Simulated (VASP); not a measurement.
# PbSe (P6_3mc) in VASP: a series of runs, part 2 of 2

VASP 6.6.1. Earlier steps stand in the parts before.

## (3) Vibrations by perturbation theory, PBE

Contents of INCAR:

```
SYSTEM = PbSe
  PREC = Accurate
  ENCUT = 520
  EDIFF = 1E-8
  ISMEAR = 0
  SIGMA = 0.01
  LREAL = .FALSE.
  LASPH = .TRUE.
  NELM = 100
  ALGO = Normal
  ISIF = 2
  LWAVE = .FALSE.
  LCHARG = .FALSE.
  GGA = PE
  NBANDS = 28
  IBRION = 8
  NSW = 1
  LEPSILON = .TRUE.
```

Contents of KPOINTS:

```
Automatic mesh
0
G
  6 6 4
  0 0 0
```

Contents of POSCAR:

```
PbSe
1.0
    4.2686902745      0.0000000000      0.0000000000
   -2.1343451373      3.6967942186      0.0000000000
    0.0000000000      0.0000000000      7.9223273144
Pb Se
2 2
Direct
    0.6666666667      0.3333333333      0.2278321977
    0.3333333333      0.6666666667      0.7278321977
    0.0000000000      0.0000000000      0.5220168023
    0.0000000000      0.0000000000      0.0220168023
```

Potentials or basis: VASP PAW PBE potentials, release 64 (Pb_d, Se).

Run with:

```console
$ cat potpaw_PBE.64/Pb_d/POTCAR potpaw_PBE.64/Se/POTCAR > POTCAR
$ mpirun -np 1 vasp_std > vasp.out
```

OUTCAR:

```text
SYSTEM = PbSe
   PREC = Accurate
   ENCUT = 520
   EDIFF = 1E-8
   ISMEAR = 0
   LREAL = .FALSE.
   LASPH = .TRUE.
   NELM = 100
   ISIF = 2
   GGA = PE
   IBRION = 8
   NSW = 1
   LEPSILON = .TRUE.

 ion  position               nearest neighbor table
   1  0.667  0.333  0.228-   4 2.96   4 2.96   4 2.96   3 3.39   3 3.39   3 3.39
   2  0.333  0.667  0.728-   3 2.96   3 2.96   3 2.96   4 3.39   4 3.39   4 3.39
   3  0.000  0.000  0.522-   2 2.96   2 2.96   2 2.96   1 3.39   1 3.39   1 3.39
   4  0.000  0.000  0.022-   1 2.96   1 2.96   1 2.96   2 3.39   2 3.39   2 3.39

  LATTYP: Found a hexagonal cell.
 ALAT       =     4.2686902745
 C/A-ratio  =     1.8559152351

  Lattice vectors:

 A1 = (   4.2686902745,   0.0000000000,   0.0000000000)
[... 984 lines left out ...]
  4X     2.029059   -0.000000    0.000000   -0.026525    0.000000    0.000000    0.316383   -0.000000    0.000000   -2.318917    0.000000    0.000000
  4Y    -0.000000    2.029059    0.000000    0.000000   -0.026525   -0.000000   -0.000000    0.316383    0.000000    0.000000   -2.318917    0.000000
  4Z    -0.000000    0.000000    2.636112    0.000000    0.000000   -0.505842   -0.000000    0.000000    1.948522   -0.000000   -0.000000   -4.078792

 Eigenvectors and eigenvalues of the dynamical matrix
 ----------------------------------------------------

   1 f  =    4.624523 THz    29.056732 2PiTHz  154.257469 cm-1    19.125480 meV
             X         Y         Z           dx          dy          dz
      2.134345  1.232265  1.804961     0.000000    0.000000   -0.294167
     -0.000000  2.464529  5.766125    -0.000000   -0.000000    0.294167
      0.000000  0.000000  4.135588     0.000000    0.000000   -0.643013
      0.000000  0.000000  0.174424     0.000000   -0.000000    0.643013
[... 71 lines left out ...]
  12 f/i=    0.001780 THz     0.011186 2PiTHz    0.059382 cm-1     0.007362 meV
             X         Y         Z           dx          dy          dz
      2.134345  1.232265  1.804961    -0.000000   -0.000000    0.601913
     -0.000000  2.464529  5.766125    -0.000000   -0.000000    0.601913
      0.000000  0.000000  4.135588    -0.000000   -0.000000    0.371081
      0.000000  0.000000  0.174424    -0.000000   -0.000000    0.371081

--------------------------------------------------------------------------------------------------------

 MACROSCOPIC STATIC DIELECTRIC TENSOR IONIC CONTRIBUTION
 ------------------------------------------------------
          13.571960    -0.000000     0.000000
          -0.000000    13.571960    -0.000000
           0.000000    -0.000000    19.912424
 ------------------------------------------------------

 ELASTIC MODULI CONTR FROM IONIC RELAXATION (kBar)
 Direction    XX          YY          ZZ          XY          YZ          ZX
 --------------------------------------------------------------------------------
 XX        -101.6618    -58.3686   -186.7912      0.0000     -0.0000      0.0000
 YY         -58.3686   -101.6618   -186.7912      0.0000      0.0000     -0.0000
 ZZ        -186.7912   -186.7912   -436.0540      0.0000      0.0000     -0.0000
 XY           0.0000      0.0000      0.0000    -21.6466      0.0000      0.0000
 YZ           0.0000      0.0000      0.0000      0.0000   -127.0181      0.0000
 ZX           0.0000     -0.0000     -0.0000      0.0000      0.0000   -128.4477
 --------------------------------------------------------------------------------

 PIEZOELECTRIC TENSOR IONIC CONTR  for field in x, y, z        (C/m^2)
          XX          YY          ZZ          XY          YZ          ZX
  --------------------------------------------------------------------------------
  x     0.00000    -0.00000    -0.00000     0.00000     0.00000    -1.24239
  y    -0.00000    -0.00000     0.00000     0.00000    -1.23545     0.00000
  z    -1.18774    -1.18774    -2.77271     0.00000     0.00000    -0.00000
```

Wall time 23 min (1 thread of Oxide Virtual Turin-like, shared host); peak memory 0.71 GiB.

Results:

```
Electronic dielectric tensor (diagonal)                 : 12.85, 12.85, 18.00
Born charges (mean of the diagonal)                     : Pb +3.32; Se -3.32 e
Highest phonon frequency at Γ, LO-TO splitting left out : 154 cm⁻¹
```

Phonon frequencies in cm⁻¹ (negative: imaginary):
```csv
q point,frequencies
"(0.000, 0.000, 0.000)",0 0 0 32 32 79 98 98 101 107 107 154
```

Electronic dielectric tensor:
```
12.85  0.00  0.00
 0.00 12.85  0.00
 0.00  0.00 18.00
```

Born effective charge tensors (e):
atom 1, Pb
```
3.06 0.00 0.00
0.00 3.06 0.00
0.00 0.00 3.83
```
atom 2, Pb
```
3.06 0.00 0.00
0.00 3.06 0.00
0.00 0.00 3.83
```
atom 3, Se
```
-3.06  0.00  0.00
 0.00 -3.06  0.00
 0.00  0.00 -3.83
```
atom 4, Se
```
-3.06  0.00  0.00
 0.00 -3.06  0.00
 0.00  0.00 -3.83
```

Caveat: spin-orbit coupling is left out, which moves the levels of the heavy elements.
